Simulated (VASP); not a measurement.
Write the native input for VASP 6.6.1 that does the following.

- Task: single point
- Functional: PBE
- Potentials or basis: VASP PAW PBE potentials, release 64 (Ti_sv, O)
- Cutoff: 520 eV
- k mesh: 8 × 8 × 1
- Occupations: gaussian, width 0.1 eV
- Spin: no spin polarisation
- Dipole correction: yes
- Further INCAR settings: ALGO = Normal; EDIFF = 1e-07; NBANDS = 35

The structure of Ti4O lies in POSCAR:

```
Ti4O
1.0
    3.2553359278      0.0000000000      0.0000000000
    0.0000000000      3.2553359278      0.0000000000
    0.0000000000      0.0000000000     20.1793674396
Ti O
4 1
Direct
    0.5000000000      0.5000000000      0.1982222690
    0.0000000000      0.0000000000      0.2788822782
    0.5000000000      0.5000000000      0.3551865237
    0.0000000000      0.0000000000      0.4301109767
    0.2500000000      0.5000000000      0.4581916309
```

The input as run:

INCAR

```
SYSTEM = Ti4O
ALGO     = Normal         ! electronic algorithm
DIPOL    = 0.5 0.5 0.344
EDIFF    = 1E-7           ! SCF threshold, eV
ENCUT    = 520            ! plane-wave cutoff, eV
GGA      = PE             ! functional
IDIPOL   = 3            
ISIF     = 2              ! what is computed and relaxed
ISMEAR   = 0              ! smearing method
LASPH    = .TRUE.         ! aspherical terms in the spheres
LCHARG   = .FALSE.        ! write CHGCAR
LDIPOL   = .TRUE.       
LREAL    = .FALSE.        ! projectors in reciprocal space
LWAVE    = .FALSE.        ! write WAVECAR
NBANDS   = 35             ! bands
NELM     = 60             ! most SCF steps
PREC     = Accurate       ! precision mode
SIGMA    = 0.1            ! smearing width, eV
```

KPOINTS

```
k-points
0
G
  8 8 1
  0 0 0
```

Potentials or basis: VASP PAW PBE potentials, release 64 (Ti_sv, O).

The run is started by

```sh
$ cat potpaw_PBE.64/Ti_sv/POTCAR potpaw_PBE.64/O/POTCAR > POTCAR
$ mpirun -np 1 vasp_std > vasp.out
```

Results of the run:

- Largest force: 1.106 eV/Å
- Band gap on the k mesh: zero (band 27 reaches 1.26 eV, above the bottom of band 28 at 0.56 eV)

It took 3 min on 1 thread of Intel(R) Xeon(R) 6975P-C (Granite Rapids) (shared host), peak memory 0.36 GiB.
